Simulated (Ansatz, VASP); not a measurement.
## One calculation of Sn, two programs

```
Sn
1.0
    -2.85683    2.85683    1.55845
     2.85683   -2.85683    1.55845
     2.85683    2.85683   -1.55845
Sn
2
Direct
  0.00000 0.00000 0.00000
  0.75000 0.25000 0.50000
```

Change from the starting cell: volume scaled by 0.9405, PAW files.

Alike in both runs: task electric field gradients; functional LDA; k mesh 15 × 15 × 15; occupations fermi-dirac, width 0.05 eV; no spin polarisation.

|  | VASP | Ansatz |
| --- | --- | --- |
| version | VASP 6.6.1 | Ansatz 0.2.0 |
| potentials or method | VASP PAW LDA potentials, release 64 (Sn_d) | PAW with Ansatz's default frozen-core files, scalar-relativistic |
| plane-wave cutoff (eV) | 520 | 420 |
| valence electrons in the cell | 28 | 28 |

Ansatz gave:

```
pressure (GPa)                                                : 1.8
traceless stress, the component that is largest in VASP (GPa) : -0.76
size of Vzz on the site where it differs most (V/Å²)          : 47.6
```

Question: Which values does VASP return?

Answer: Pressure (GPa): 1.9; traceless stress, the component that is largest in VASP (GPa): -0.74; size of Vzz on the site where it differs most (V/Å²): 47.7.

LDA's correlation is that of Perdew and Zunger in VASP and of Perdew and Wang (1992) in Ansatz.
